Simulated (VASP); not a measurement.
Runs of VASP 6.6.1 on MgBe2S3. The structure is that of space group P-4m2 (No. 115), or close to it. The cells are those of the table. 

| task | cell | k mesh | cutoff (eV) | smearing | gap on the mesh (eV) | pressure (GPa) | relaxed volume (Å³/atom) | largest force (eV/Å) |
| --- | --- | --- | --- | --- | --- | --- | --- | --- |
| single point | a = 3.345, b = 3.345, c = 11.185 Å, 6 atoms | 6 × 6 × 2 | 520 | gaussian 0.1 eV | 1.02 | -0.1 | - | 0.02 |
| relaxation of cell and atoms | relaxed from a = 3.571, b = 3.571, c = 7.866 Å, 6 atoms | 6 × 6 × 2 | 600 | gaussian 0.1 eV | (b) | 0.0 | 20.35 | 0.02 |
| single point | a = 3.344, b = 3.344, c = 11.396 Å, 6 atoms | 8 × 8 × 4 | 520 | gaussian 0.02 eV | 1.03 | 0.0 | - | 0.02 |
| single point | a = 3.571, b = 3.571, c = 7.866 Å, 6 atoms | 6 × 6 × 2 | 520 | gaussian 0.1 eV | none | -8.5 | - | (c) |
| relaxation of cell and atoms | relaxed from a = 3.345, b = 3.345, c = 11.185 Å, 6 atoms | 8 × 8 × 4 | 600 | gaussian 0.02 eV | 1.02 | 0.0 | (a) | 0.01 |

Alike in all rows: level PBE; potentials or basis VASP PAW PBE potentials, release 64 (Mg, Be, S); no spin polarisation.

Q: Fill in the values left out.

A: (a) 20.82; (b) 1.01; (c) 2.44.

Caveats: some runs use coarse meshes; the volume moved by over 15 % at a fixed basis, so the end points are rough (some runs); forces of over 1 eV/Å act on the atoms, so gaps and moduli don't describe the material at rest (some runs).

A k mesh can miss the band edges.

A gap of «none» marks levels without a gap at the run's occupations.
